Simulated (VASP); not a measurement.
## NaF: single point with PBE

NaF:

```
CELL_PARAMETERS angstrom
2.28139 0.00000 0.00000
0.00000 2.28139 0.00000
0.00000 0.00000 2.28139
ATOMIC_POSITIONS crystal
Na 0.00000 0.00000 0.00000
F 0.50000 0.50000 0.50000
```

```json
{"Program": "VASP 6.6.1", "Task": "single point", "Functional": "PBE", "Potentials or basis": "VASP PAW PBE potentials, release 64 (Na_pv, F)", "Cutoff": "600 eV", "k mesh": "8 × 8 × 8", "Occupations": "gaussian, width 0.1 eV", "Spin": "no spin polarisation"}
```

The pressure is 163.3 GPa. The band gap on the k mesh is 12.59 eV (least direct gap 13.18 eV).

Levels at points of the mesh, in eV from the valence-band top:
| k point | band 3 | band 4 | band 5 | band 6 | band 7 | band 8 | band 9 | band 10 | band 11 | band 12 |
| --- | --- | --- | --- | --- | --- | --- | --- | --- | --- | --- |
| (0.00, 0.00, 0.00) | -19.65 | -19.65 | -0.59 | -0.59 | -0.59 | 12.59 | 17.99 | 17.99 | 36.10 | 36.10 |
| (0.50, 0.00, 0.00) | -19.45 | -18.08 | -5.50 | -0.56 | -0.56 | 17.65 | 19.55 | 24.68 | 25.70 | 32.37 |
| (0.50, 0.50, 0.00) | -20.80 | -19.33 | -3.60 | -3.60 | 0.00 | 16.05 | 21.18 | 23.67 | 23.67 | 29.96 |
| (0.50, 0.50, 0.50) | -20.44 | -19.78 | -4.05 | -4.05 | -4.05 | 19.83 | 19.83 | 19.83 | 27.73 | 27.73 |

Run time: 6.6 s on 1 thread of Intel(R) Xeon(R) Platinum 8488C (Sapphire Rapids), on a shared host, peak memory 0.11 GiB.

Caveat: the cell stands under pressure. A k mesh can miss the band edges.
